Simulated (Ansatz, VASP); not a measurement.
**As: VASP beside Ansatz**

```
As
1.0
     3.72800    0.00000    0.00000
    -1.86400    3.22854    0.00000
     0.00000    0.00000   28.00000
As
2
Cartesian
  0.0000 2.1524 15.0430
  1.8640 1.0762 12.9570
```

Alike in both runs: task single point; functional PBE; k mesh 9 × 9 × 1; occupations gaussian, width 0.02 eV; no spin polarisation.

|  | VASP | Ansatz |
| --- | --- | --- |
| version | VASP 6.6.1 | Ansatz 0.2.0 |
| potentials or method | VASP PAW PBE potentials, release 64 (As_d), cutoff 400 eV | scalar-relativistic, plane waves, PAW |
| valence electrons in the cell | 30 | 30 |

Ansatz gave:

- rms of the force components (eV/Å): 2.132

Task: Which values does VASP return?

Result: rms of the force components (eV/Å): 2.128.

Atom by atom the forces differ by 0.004 eV/Å (rms over components).
